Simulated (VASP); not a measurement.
**Cs: single point with PBE**

Cs, a slab with vacuum:

```
Cs
1.0
     5.49539    0.00000    0.00000
    -2.74770    4.75915    0.00000
     0.00000    0.00000   18.48697
Cs
2
Direct
  0.66667 0.33333 0.37865
  0.33333 0.66667 0.62135
```

* Program: VASP 6.6.1
* Task: single point
* Functional: PBE
* Potentials or basis: VASP PAW PBE potentials, release 64 (Cs_sv)
* Cutoff: 520 eV
* k mesh: 6 × 6 × 1
* Occupations: gaussian, width 0.1 eV
* Spin: no spin polarisation
* Dipole correction: yes
* Further INCAR settings: ALGO = Normal; EDIFF = 1e-06; NBANDS = 16

The largest force is 0.009 eV/Å. The band gap on the k mesh is zero (band 9 reaches -0.11 eV, above the bottom of band 10 at -1.48 eV).

Forces in eV/Å, atoms in the order of the input:
```
Cs   0.000  0.000  0.009
Cs   0.000  0.000 -0.009
```

Levels at points of the mesh, in eV from the Fermi level:
| k point | band 7 | band 8 | band 9 | band 10 | band 11 | band 12 |
| --- | --- | --- | --- | --- | --- | --- |
| (0.00, 0.00, 0.00) | -10.79 | -10.79 | -1.45 | -0.71 | 0.60 | 1.05 |
| (0.50, 0.00, 0.00) | -10.83 | -10.81 | 0.13 | 0.28 | 0.89 | 1.06 |

Run time: 41 s on 1 thread of Intel(R) Xeon(R) Platinum 8559C (Emerald Rapids), on a shared host, peak memory 0.52 GiB.

Caveat: spin-orbit coupling is left out, which moves the levels of the heavy elements.
